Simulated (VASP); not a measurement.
Here is a VASP 6.6.1 calculation.

File INCAR:

```
SYSTEM = ZnS
PREC     = Accurate       ! precision mode
ENCUT    = 520            ! plane-wave cutoff, eV
EDIFF    = 1E-7           ! SCF threshold, eV
ISMEAR   = -1             ! smearing method
SIGMA    = 0.02           ! smearing width, eV
LREAL    = .FALSE.        ! projectors in reciprocal space
LASPH    = .TRUE.         ! aspherical terms in the spheres
NELM     = 100            ! most SCF steps
ALGO     = Normal         ! electronic algorithm
ISIF     = 2              ! what is computed and relaxed
LWAVE    = .FALSE.        ! write WAVECAR
LCHARG   = .TRUE.         ! write CHGCAR
GGA      = PE             ! functional
LELF     = .TRUE.         ! ELF
LVHAR    = .TRUE.       
NBANDS   = 16             ! bands
```

Contents of KPOINTS:

```
Automatic mesh
0
G
  8 8 8
  0 0 0
```

Contents of POSCAR:

```
ZnS
1.0
    0.0000000000      2.6940955616      2.6940955616
    2.6940955616      0.0000000000      2.6940955616
    2.6940955616      2.6940955616      0.0000000000
Zn S
1 1
Direct
    0.2500000000      0.2500000000      0.2500000000
    0.0000000000      0.0000000000      0.0000000000
```

Potentials or basis: VASP PAW PBE potentials, release 64 (Zn, S).

Launch:

```console
$ cat potpaw_PBE.64/Zn/POTCAR potpaw_PBE.64/S/POTCAR > POTCAR
$ mpirun -np 1 vasp_std > vasp.out
```

Problem. What does it give for the pressure?

Solution. 2.5 GPa.

Problem. Estimate the band gap on the k mesh.

Solution. 2.15 eV, direct.

**Experimental background.**

From “Electronic, vibrational, and thermodynamic properties of ZnS (zincblende and rocksalt structure)”, 2009, arxiv:0911.5022, for a bulk crystal of ZnS at 19 K: band gap 3.85 eV (direct).

Measured gap of ZnS: 3.85 eV (direct; 19 K; quoted in “Electronic, vibrational, and thermodynamic properties of ZnS (zincblende and rocksalt structure)”, 2009, arxiv:0911.5022). This calculation gives 2.15 eV (-1.70 eV). The value is that of PBE, without temperature or zero-point motion. Semilocal functionals fall short of measured gaps as a rule.
